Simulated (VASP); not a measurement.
Runs of VASP 6.6.1 on Ag. The structure is that of space group Fm-3m (No. 225), or close to it. The cells are those of the table. 

```tsv
cell	further INCAR settings	gap on the mesh (eV)	pressure (GPa)
a = 2.996, b = 2.996, c = 4.237 Å, 2 atoms	ALGO = Fast; EDIFF = 1e-06; NBANDS = 18	none	-10.7
a = 2.910, b = 2.910, c = 4.115 Å, 2 atoms	ALGO = Fast; EDIFF = 1e-06; NBANDS = 18	none	-4.9
a = 2.781, b = 2.781, c = 3.933 Å, 2 atoms	ALGO = Fast; EDIFF = 1e-07; NBANDS = 18	none	13.6
a = 2.953, b = 2.953, c = 4.176 Å, 2 atoms	ALGO = Fast; EDIFF = 1e-06; NBANDS = 18	none	(a)
a = 2.738, b = 2.738, c = 3.872 Å, 2 atoms	ALGO = Fast; EDIFF = 1e-06; NBANDS = 18	none	(b)
```

Alike in all rows: task single point; level PBEsol; potentials or basis VASP PAW PBE potentials, release 64 (Ag); no spin polarisation; k mesh 18 × 18 × 14; cutoff (eV) 520; smearing gaussian 0.1 eV.

Q: Fill in the values left out.

A: (a) -8.3; (b) 23.8.

Caveats: the PAW data sets were made with another functional, which shifts forces and pressure a little; the cell stands under tension (at least some runs); the cell stands under pressure (at least some runs).

A k mesh can miss the band edges, and the runs leave out spin-orbit coupling on Ag.

A gap of «none» marks levels without a gap at the run's occupations.
